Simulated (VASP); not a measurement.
# Rb (P6_3/mmc) in VASP: a series of runs, part 2 of 2

VASP 6.6.1. The steps go on from the part before.

### Step 4. Relaxation of shape and atoms at fixed volume, LDA

This run uses another cell than the first one, of 54.65 Å³/atom, 0.700 times its volume.

INCAR reads:

```
PREC = Accurate
ENCUT = 600
EDIFF = 1E-6
ISMEAR = -1
SIGMA = 0.1
LREAL = False
LASPH = True
NELM = 60
ALGO = Normal
ISIF = 4
LWAVE = False
LCHARG = False
IBRION = 2
NSW = 50
EDIFFG = -0.005
```

KPOINTS reads:

```
Automatic mesh
0
Gamma
  9 9 5
```

POSCAR reads:

```
Rb
1.0
    4.2502457240      0.0000000000      0.0000000000
   -2.1251228620      3.6808207693      0.0000000000
    0.0000000000      0.0000000000      6.9862855379
Rb
2
Direct
    0.3333333333      0.6666666667      0.2500000000
    0.6666666667      0.3333333333      0.7500000000
```

Potentials or basis: VASP PAW LDA potentials, release 64 (Rb_sv).

Command:

```console
$ cat potpaw_LDA.64/Rb_sv/POTCAR > POTCAR
$ mpirun -np 1 vasp_std > vasp.out
```

OUTCAR:

```text
PREC = Accurate
   ENCUT = 600
   EDIFF = 1E-6
   ISMEAR = -1
   LREAL = False
   LASPH = True
   NELM = 60
   ISIF = 4
   IBRION = 2
   NSW = 50
   EDIFFG = -0.005

 ion  position               nearest neighbor table
   1  0.333  0.667  0.250-   2 4.27   2 4.27   2 4.27   2 4.27   2 4.27   2 4.27
   2  0.667  0.333  0.750-   1 4.27   1 4.27   1 4.27   1 4.27   1 4.27   1 4.27

  LATTYP: Found a hexagonal cell.
 ALAT       =     4.2502457240
 C/A-ratio  =     1.6437368547

  Lattice vectors:

 A1 = (   4.2502457240,   0.0000000000,   0.0000000000)
 A2 = (  -2.1251228620,   3.6808207693,   0.0000000000)
 A3 = (   0.0000000000,   0.0000000000,   6.9862855379)

Analysis of symmetry for initial positions (statically):
=====================================================================
 Subroutine PRICEL returns:
 Original cell was already a primitive cell.

 Routine SETGRP: Setting up the symmetry group for a
 hexagonal supercell.

 Subroutine GETGRP returns: Found 24 space group operations
 (whereof 12 operations were pure point group operations)
 out of a pool of 24 trial point group operations.

The static configuration has the point symmetry D_3d.
 The point group associated with its full space group is D_6h.

Analysis of symmetry for dynamics (positions and initial velocities):
=====================================================================
 Subroutine PRICEL returns:
 Original cell was already a primitive cell.

 Routine SETGRP: Setting up the symmetry group for a
 hexagonal supercell.

 Subroutine GETGRP returns: Found 24 space group operations
 (whereof 12 operations were pure point group operations)
 out of a pool of 24 trial point group operations.

The dynamic configuration has the point symmetry D_3d.
 The point group associated with its full space group is D_6h.

 Subroutine INISYM returns: Found 24 space group operations
 (whereof 12 operations are pure point group operations),
 and found     1 'primitive' translations

[... 123 lines left out ...]
   LEPSILON=     F    determine dielectric tensor
   LRPA    =     F    only Hartree local field effects (RPA)
 conjugate gradient relaxation of ions
 non-spin polarized calculation
  energy-cutoff  :      600.00
  volume of cell :      109.30
 maximum number of plane-waves:      3693
 NGX is ok and might be reduce to    36
   NGX = 17   NGY = 17   NGZ = 27

 number of electron      18.0000000 magnetization

 Free energy of the ion-electron system (eV)
  ---------------------------------------------------
  ext. energy  EPLUGINS =         0.00000000
  ---------------------------------------------------
  free energy    TOTEN  =        -1.89247348 eV

  energy without entropy =       -1.83904950  energy(sigma->0) =       -1.86576149

 E-fermi :   1.2491     XC(G=0):  -7.1494

 val. band max:        1.2402798520   @ k =   0.1111   0.1111   0.2000
 cond. band min:       1.3261624821   @ k =   0.1111  -0.0000   0.0000
 fundamental gap:      0.0858826302
 Fermi energy:         1.2491025595

 k-point     1 :       0.0000    0.0000    0.0000
  band No.  band energies     occupation
      1     -27.4492      2.00000
      2     -27.4097      2.00000
      3     -11.9001      2.00000
      4     -11.4599      2.00000
      5     -11.4599      2.00000
      6     -11.4030      2.00000
      7     -11.3999      2.00000
      8     -11.3999      2.00000
      9      -1.4681      2.00000
     10       1.1085      1.60628
     11       2.5294      0.00001
     12       4.9892      0.00000
     13       4.9954      0.00000
[... 354 lines left out ...]
  band No.  band energies     occupation
      1     -27.3984      2.00000
      2     -27.3984      2.00000
      3     -11.7611      2.00000
      4     -11.7458      2.00000
      5     -11.7458      2.00000
      6     -11.6388      2.00000
      7     -11.5410      2.00000
      8     -11.5410      2.00000
      9       2.2179      0.00012
     10       2.3165      0.00005
     11       2.3165      0.00005
     12       2.4127      0.00002
     13       3.5496      0.00000

 [... further k-points ...]

------------------------ aborting loop because EDIFF is reached ----------------------------------------

  FORCE on cell =-STRESS in cart. coord.  units (eV):
  Direction    XX          YY          ZZ          XY          YZ          ZX
  --------------------------------------------------------------------------------------
  -------------------------------------------------------------------------------------
  Total        1.5999178      1.5999178      1.5919246      0.0000000      0.0000000      0.0000000
  in kB       23.4532589     23.4532589     23.3360874      0.0000000      0.0000000      0.0000000
  external PRESSURE =      23.4142017 kB  Pullay stress =       0.0000000 kB

 VOLUME and BASIS-vectors are now :
 -----------------------------------------------------------------------------
  energy-cutoff  :      600.00
  volume of cell :      109.30
      direct lattice vectors                 reciprocal lattice vectors
     4.250245724  0.000000000  0.000000000     0.235280514  0.135839268  0.000000000
    -2.125122862  3.680820769  0.000000000     0.000000000  0.271678537  0.000000000
     0.000000000  0.000000000  6.986285538     0.000000000  0.000000000  0.143137579

 POSITION                                       TOTAL-FORCE (eV/Angst)
 -----------------------------------------------------------------------------------
     -0.00000      2.45388      1.74657         0.000000     -0.000000      0.000000
      2.12512      1.22694      5.23971        -0.000000      0.000000      0.000000
 -----------------------------------------------------------------------------------
    total drift:                                0.000000     -0.000000      0.000000

  FREE ENERGIE OF THE ION-ELECTRON SYSTEM (eV)
  ---------------------------------------------------
  free  energy   TOTEN  =        -1.8924734803 eV

  energy  without entropy=       -1.8390495050  energy(sigma->0) =       -1.86576149

 reached required accuracy - stopping structural energy minimisation
```

Run time: 33 s. Hardware: 1 thread of Intel Xeon Platinum 8259CL at 2.50GHz (Skylake/Cascade Lake), shared host; peak memory 0.22 GiB.

Results:

```yaml
Free_energy: -1.8925 eV
Pressure_after_relaxing: 2.3 GPa
Band_gap_on_the_k_mesh: zero (band 9 reaches 2.29 eV, above the bottom of band 10 at -0.03 eV)
```

Final structure:
```cif
data_structure
_symmetry_space_group_name_H-M 'P 1'
_symmetry_Int_Tables_number 1
_cell_length_a 4.2502
_cell_length_b 4.2502
_cell_length_c 6.9863
_cell_angle_alpha 90.000
_cell_angle_beta 90.000
_cell_angle_gamma 120.000
_cell_volume 109.30
loop_
_atom_site_label
_atom_site_type_symbol
_atom_site_fract_x
_atom_site_fract_y
_atom_site_fract_z
_atom_site_occupancy
Rb1 Rb 0.33333 0.66667 0.25000 1
Rb2 Rb 0.66667 0.33333 0.75000 1
```

Caveat: the relaxation stopped at its first step, so nothing moved.

### Step 5. Relaxation of shape and atoms at fixed volume, LDA

This run uses another cell than the first one, of 62.45 Å³/atom, 0.800 times its volume.

INCAR reads:

```
  PREC = Accurate
  ENCUT = 600
  EDIFF = 1E-6
  ISMEAR = -1
  SIGMA = 0.1
  LREAL = False
  LASPH = True
  NELM = 80
  ALGO = Normal
  ISIF = 4
  LWAVE = False
  LCHARG = False
  GGA = CA
  IBRION = 2
  NSW = 50
  EDIFFG = -0.005
```

KPOINTS is that of step 4.

POSCAR reads:

```
Rb
1.0
    4.4436995562      0.0000000000      0.0000000000
   -2.2218497781      3.8483567024      0.0000000000
    0.0000000000      0.0000000000      7.3042727317
Rb
2
Direct
    0.3333333333      0.6666666667      0.2500000000
    0.6666666667      0.3333333333      0.7500000000
```

Command:

```console
$ cat potpaw_LDA.64/Rb_sv/POTCAR > POTCAR
$ mpirun -np 1 vasp_std > vasp.out
```

It took 35 s on 1 thread of Intel Xeon Platinum 8259CL at 2.50GHz (Skylake/Cascade Lake), shared host; peak memory 0.23 GiB.

Results (log left out):

* Free energy: -2.0586 eV
* Pressure after relaxing: 1.2 GPa
* Band gap on the k mesh: zero (band 9 reaches 1.82 eV, above the bottom of band 10 at -0.45 eV)

Final structure:
```xyz
2
Lattice="4.4437 0.0000 0.0000 -2.2218 3.8484 0.0000 0.0000 0.0000 7.3043" Properties=species:S:1:pos:R:3 pbc="T T T"
Rb    0.0000    2.5656    1.8261
Rb    2.2219    1.2828    5.4782
```

Levels at points of the mesh, in eV from the Fermi level:
```tsv
k point	band 7	band 8	band 9	band 10	band 11	band 12
(0.00, 0.00, 0.00)	-12.70	-12.70	-2.53	-0.06	1.05	3.67
```

Caveat: the relaxation stopped at its first step, so nothing moved.

### Step 6. Summary

```csv
task,cell,cutoff (eV),gap on the mesh (eV),pressure (GPa)
single point,"a = 4.787, b = 4.787, c = 7.868 Å, angles 90.0, 90.0, 120.0°, 2 atoms",520,none,0.0
relaxation of shape and atoms at fixed volume,"relaxed from a = 4.037, b = 4.037, c = 6.636 Å, angles 90.0, 90.0, 120.0°, 2 atoms",600,none,4.3
relaxation of shape and atoms at fixed volume,"relaxed from a = 4.250, b = 4.250, c = 6.986 Å, angles 90.0, 90.0, 120.0°, 2 atoms",600,none,2.3
relaxation of shape and atoms at fixed volume,"relaxed from a = 4.444, b = 4.444, c = 7.304 Å, angles 90.0, 90.0, 120.0°, 2 atoms",600,none,1.2
```

Alike in all rows: level LDA; potentials or basis VASP PAW LDA potentials, release 64 (Rb_sv); no spin polarisation; k mesh 9 × 9 × 5; smearing fermi-dirac 0.1 eV.

Caveats: the relaxation stopped at its first step, so nothing moved (some runs).

Total energies depend on the potentials used, so only differences within one code and one set of settings carry meaning.
